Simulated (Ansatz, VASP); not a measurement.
MgO in VASP and in Ansatz

File INCAR:

```
PREC = Accurate ; ENCUT = 520
EDIFF = 1E-6 ; ISMEAR = 0
SIGMA = 0.05 ; LREAL = F
LASPH = T ; NELM = 100
ALGO = Normal ; ISIF = 2
LWAVE = F ; LCHARG = F
GGA = CA ; NBANDS = 11
```

Contents of KPOINTS:

```
regular mesh
0
Gamma
  9 9 8
```

The input POSCAR:

```
MgO
1.0
    2.9380209034      0.0000000000      0.0000000000
   -1.4690104517      2.6779817780      0.0000000000
    0.0000000000      0.0000000000      2.6796800000
Mg O
1 1
Direct
    0.0000000000      0.0000000000      0.0000000000
    0.3333333333      0.6666666667      0.5000000000
```

Input for Ansatz:

```yaml
crystal:
  lattice:
    - [2.9380209034, 0.0, 0.0]
    - [-1.4690104517, 2.677981778, 0.0]
    - [0.0, 0.0, 2.67968]
  atoms:
    - { symbol: Mg, position: [0.0, 0.0, 0.0] }
    - { symbol: O, position: [0.3333333333, 0.6666666667, 0.5] }
basis:
  ecutwfc: 420
kpoints:
  mp_grid: { grid: [9, 9, 8] }
hamiltonian:
  xc: lda
scf:
  occupations: { method: gaussian, width: 0.05 }
output:
  forces: true
  stress: true
  eigenvalues: true
```

Change from the starting cell: strain +0.0525 x Voigt [0, 1, 0, 0, 0, 0], atoms carried along.

Alike in both runs: task single point; functional LDA; k mesh 9 × 9 × 8; occupations gaussian, width 0.05 eV; no spin polarisation.

|  | VASP | Ansatz |
| --- | --- | --- |
| version | VASP 6.6.1 | Ansatz 0.2.0 |
| potentials or method | VASP PAW LDA potentials, release 64 (Mg, O), cutoff 520 eV | scalar-relativistic, plane waves, PAW |
| valence electrons in the cell | 8 | 16 |

VASP gave:

```
gap on the k mesh at the Fermi level (eV)                     : 2.40
least direct gap on the mesh (eV)                             : 2.75
pressure (GPa)                                                : -15.7
traceless stress, the component that is largest in VASP (GPa) : -8.74
rms of the force components (eV/Å)                            : 0.056
```

Q: What did Ansatz give for the same quantities?

A: gap on the k mesh at the Fermi level (eV): 2.41; least direct gap on the mesh (eV): 2.76; pressure (GPa): -14.1; traceless stress, the component that is largest in VASP (GPa): -8.71; rms of the force components (eV/Å): 0.055.

LDA's correlation is that of Perdew and Zunger in VASP and of Perdew and Wang (1992) in Ansatz. Atom by atom the forces differ by 0.002 eV/Å (rms over components). VASP's potentials hold 8 valence electrons a cell and Ansatz's 16, so a difference there can come from the potentials and not from the codes.
